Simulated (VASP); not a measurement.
Set up this calculation in VASP 6.6.1, as the native input.

```yaml
Task: single point
Functional: PBEsol
Potentials_or_basis: VASP PAW PBE potentials, release 64 (Au)
Cutoff: 520 eV
k_mesh: 18 × 18 × 14
Occupations: gaussian, width 0.1 eV
Spin: no spin polarisation
Dipole_correction: no
Further_INCAR_settings: ALGO = Fast; EDIFF = 1e-06; NBANDS = 18
```

The structure of Au lies in POSCAR:

```
Au
1.0
    2.0214611358      2.0214611358      0.0000000000
   -2.0214611358      2.0214611358      0.0000000000
    0.0000000000      0.0000000000      4.1082624296
Au
2
Direct
    0.0000000000      0.0000000000      0.0000000000
    0.5000000000      0.5000000000      0.5000000000
```

This cell differs from its parent crystal: biaxial strain in the a-b plane: -1.0 %.

One way to write it, as run:

INCAR

```
ALGO     = Fast           # electronic algorithm
EDIFF    = 1E-6           # SCF threshold, eV
ENCUT    = 520            # plane-wave cutoff, eV
GGA      = PS             # functional
ISIF     = 2              # what is computed and relaxed
ISMEAR   = 0              # smearing method
LASPH    = True           # aspherical terms in the spheres
LCHARG   = True           # write CHGCAR
LELF     = True           # ELF
LREAL    = False          # projectors in reciprocal space
LVHAR    = True         
LWAVE    = False          # write WAVECAR
NBANDS   = 18             # bands
NELM     = 80             # most SCF steps
PREC     = Accurate       # precision mode
SIGMA    = 0.1            # smearing width, eV
```

KPOINTS

```
k-points
0
Gamma
  18 18 14
```

Potentials or basis: VASP PAW PBE potentials, release 64 (Au).

Run with:

```console
$ cat potpaw_PBE.64/Au/POTCAR > POTCAR
$ mpirun -np 1 vasp_std > vasp.out
```

Results of the run:

```yaml
Pressure: 2.2 GPa
Band_gap_on_the_k_mesh: zero (band 11 reaches 14.48 eV, above the bottom of band 12 at 6.96 eV)
```

Caveat: the cell differs from its parent crystal (biaxial strain in the a-b plane: -1.0 %); the PAW data sets were made with another functional, which shifts forces and pressure a little; spin-orbit coupling is left out, which moves the levels of the heavy elements.

It took 100 s on 1 thread of Intel(R) Xeon(R) 6975P-C (Granite Rapids), with other jobs on the host, peak memory 0.32 GiB.
